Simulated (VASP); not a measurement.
The system is SmBeB4.

```
Sm Be B
1.0
     3.14260    0.00000    0.00000
    -1.57130    2.72157    0.00000
     0.00000    0.00000    6.71822
Sm Be B
1 1 4
Direct
  0.00000 0.00000 0.50000
  0.00000 0.00000 0.00000
  0.33333 0.66667 0.74077
  0.33333 0.66667 0.25923
  0.66667 0.33333 0.74077
  0.66667 0.33333 0.25923
```

```yaml
Program: VASP 6.6.1
Task: relaxation of cell and atoms
Functional: PBE
Potentials_or_basis: VASP PAW PBE potentials, release 64 (Sm, Be, B)
Cutoff: 600 eV
k_mesh: 6 × 6 × 4
Occupations: gaussian, width 0.1 eV
Spin: no spin polarisation
```

At the start: pressure 9.8 GPa; volume 9.58 Å³/atom.

**Question.** Where does the relaxation end?

**Answer.** Over 9 steps the energy falls by 342.9 meV/atom and the volume is 9.04 Å³/atom (-5.6 %); space group P6/mmm (No. 191, to 0.05 Å).

The path:
```
step  energy change (eV)  largest force (eV/Å)  pressure (GPa)  volume (Å³)
   1              0.0000                2.4678            9.79        57.46
   2             -1.0312                1.3403          -22.77        62.46
   3             -0.8674                1.2278          -11.15        62.59
   4             -1.6107                0.9832           -5.04        58.05
   5             -1.9386                0.5243            5.87        53.47
   6             -2.0471                0.0070           -0.42        54.83
   7             -2.0471                0.0101           -0.56        54.84
   8             -2.0554                0.0187            0.01        54.57
   9             -2.0572                0.0258            0.47        54.23
```

Final structure:
```xyz
6
Lattice="3.0436 0.0000 0.0000 -1.5218 2.6359 0.0000 0.0000 0.0000 6.7595" Properties=species:S:1:pos:R:3 pbc="T T T"
Sm    0.0000    0.0000    3.3798
Be    0.0000    0.0000    0.0000
B     0.0000    1.7572    5.4158
B     0.0000    1.7572    1.3437
B     1.5218    0.8786    5.4158
B     1.5218    0.8786    1.3437
```

Caveat: the k points lie up to 0.40 Å⁻¹ apart in the final cell; the electronic state changed during the relaxation; without U or exact exchange the open f shell lies at the Fermi level, which spoils levels, moments and volumes.
